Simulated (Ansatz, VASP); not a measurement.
## Ga4As3P in VASP and in Ansatz

```
P Ga As
1.0
     5.61152    0.00000    0.00000
     0.00000    5.61152    0.00000
     0.00000    0.00000    5.61152
P Ga As
1 4 3
Direct
  0.00000 0.00000 0.00000
  0.75434 0.75434 0.75434
  0.24566 0.24566 0.75434
  0.24566 0.75434 0.24566
  0.75434 0.24566 0.24566
  0.50000 0.50000 0.00000
  0.50000 0.00000 0.50000
  0.00000 0.50000 0.50000
```

Alike in both runs: task single point; functional PBE; k mesh 4 × 4 × 4; occupations fermi-dirac, width 0.02 eV; non-collinear spin, spin-orbit coupling.

```csv
,VASP,Ansatz
version,VASP 6.6.1,Ansatz 0.2.0
potentials or method,"VASP PAW PBE potentials, release 64 (P, Ga_d, As)","plane waves, PAW"
plane-wave cutoff (eV),520,420
valence electrons in the cell,72,102
```

VASP gave:

| Quantity | Value |
| --- | --- |
| pressure (GPa) | 2.8 |
| rms of the force components (eV/Å) | 0.025 |

What did Ansatz give for the same quantities?

Pressure (GPa): 2.7; rms of the force components (eV/Å): 0.020.

VASP's potentials hold 72 valence electrons a cell and Ansatz's 102, so a difference there can come from the potentials and not from the codes.
